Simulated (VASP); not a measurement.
Set up this calculation in VASP 6.6.1, as the native input.

```
Task                   : single point
Functional             : PBEsol
Potentials or basis    : VASP PAW PBE potentials, release 64 (Ba_sv)
Cutoff                 : 520 eV
k mesh                 : 8 × 8 × 8
Occupations            : fermi-dirac, width 0.05 eV
Spin                   : no spin polarisation
Dipole correction      : no
Further INCAR settings : ALGO = Fast; EDIFF = 1e-07; NBANDS = 11
```

The structure of Ba lies in POSCAR:

```
Ba
1.0
   -2.5394840457      2.5394840457      2.5394840457
    2.5394840457     -2.5394840457      2.5394840457
    2.5394840457      2.5394840457     -2.5394840457
Ba
1
Direct
    0.0000000000      0.0000000000      0.0000000000
```

The input as run:

INCAR

```
PREC     = Accurate       # precision mode
ENCUT    = 520            # plane-wave cutoff, eV
EDIFF    = 1E-7           # SCF threshold, eV
ISMEAR   = -1             # smearing method
SIGMA    = 0.05           # smearing width, eV
LREAL    = False          # projectors in reciprocal space
LASPH    = True           # aspherical terms in the spheres
NELM     = 80             # most SCF steps
ALGO     = Fast           # electronic algorithm
ISIF     = 2              # what is computed and relaxed
LWAVE    = False          # write WAVECAR
LCHARG   = False          # write CHGCAR
GGA      = PS             # functional
NBANDS   = 11             # bands
```

KPOINTS

```
Automatic mesh
0
Gamma
  8 8 8
```

Potentials or basis: VASP PAW PBE potentials, release 64 (Ba_sv).

Command:

```sh
$ cat potpaw_PBE.64/Ba_sv/POTCAR > POTCAR
$ mpirun -np 1 vasp_std > vasp.out
```

It gave:

| Quantity | Value |
| --- | --- |
| Pressure | -0.9 GPa |
| Band gap on the k mesh | zero (band 5 reaches 1.90 eV, above the bottom of band 6 at 0.93 eV) |

Caveat: the PAW data sets were made with another functional, which shifts forces and pressure a little; spin-orbit coupling is left out, which moves the levels of the heavy elements.

Wall time 19 s on 1 thread of AMD EPYC 7R43 64-Core Processor (Zen 3) (shared host), peak memory 0.17 GiB.
